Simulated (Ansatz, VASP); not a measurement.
# Ga4P3N in VASP and in Ansatz

```
N Ga P
1.0
    -2.61209    2.61209    5.16898
     2.61209   -2.61209    5.16898
     2.61209    2.61209   -5.16898
N Ga P
1 4 3
Direct
  0.00000 0.00000 0.00000
  0.66673 0.66673 0.56227
  0.89554 0.33327 0.00000
  0.10446 0.10446 0.43773
  0.33327 0.89554 0.00000
  0.25000 0.75000 0.50000
  0.50000 0.50000 0.00000
  0.75000 0.25000 0.50000
```

Alike in both runs: task single point; functional PBE; k mesh 8 × 8 × 8; occupations fermi-dirac, width 0.02 eV; no spin polarisation.

|  | VASP | Ansatz |
| --- | --- | --- |
| version | VASP 6.6.1 | Ansatz 0.2.0 |
| potentials or method | VASP PAW PBE potentials, release 64 (N, Ga_d, P) | plane waves, PAW |
| plane-wave cutoff (eV) | 520 | 420 |
| valence electrons in the cell | 72 | 72 |

|  | VASP | Ansatz | Ansatz less VASP |
| --- | --- | --- | --- |
| gap on the k mesh at the Fermi level (eV) | 0.90 | 0.90 | +0.002 |
| pressure (GPa) | 3.0 | 3.0 | +0.01 |
| rms of the force components (eV/Å) | 0.024 | 0.015 | -0.0085 |
